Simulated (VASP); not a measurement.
A run of VASP 6.6.1:

The input INCAR:

```
PREC = Accurate ; ENCUT = 600
EDIFF = 1E-6 ; ISMEAR = 0
SIGMA = 0.02 ; LREAL = False
LASPH = True ; NELM = 80
ALGO = Normal ; ISIF = 3
LWAVE = False ; LCHARG = False
GGA = PE ; IBRION = 2
NSW = 100 ; EDIFFG = -0.01
```

Contents of KPOINTS:

```
Automatic mesh
0
Gamma
  6 6 6
```

The input POSCAR:

```
In3GaP4
1.0
    5.8461725000      0.0000000000      0.0000000000
    0.0000000000      5.8461725000      0.0000000000
    0.0000000000      0.0000000000      5.8461725000
In Ga P
3 1 4
Direct
    0.5000000000      0.0000000000      0.5000000000
    0.5000000000      0.5000000000      0.0000000000
    0.0000000000      0.5000000000      0.5000000000
    0.0000000000      0.0000000000      0.0000000000
    0.2390280000      0.7609720000      0.7609720000
    0.2390280000      0.2390280000      0.2390280000
    0.7609720000      0.7609720000      0.2390280000
    0.7609720000      0.2390280000      0.7609720000
```

Potentials or basis: VASP PAW PBE potentials, release 64 (In_d, Ga_d, P).

Launch:

```bash
$ cat potpaw_PBE.64/In_d/POTCAR potpaw_PBE.64/Ga_d/POTCAR potpaw_PBE.64/P/POTCAR > POTCAR
$ mpirun -np 1 vasp_std > vasp.out
```

Hardware: 1 thread of AMD EPYC 7R13 Processor (Zen 3) (shared host).

**Question.** How long does it take, and how much memory?

**Answer.** Wall time 4.2 min on 1 thread of AMD EPYC 7R13 Processor (Zen 3), with other jobs on the host, peak memory 0.42 GiB. Counts: scf iterations 21, k points 20, ion steps 2.
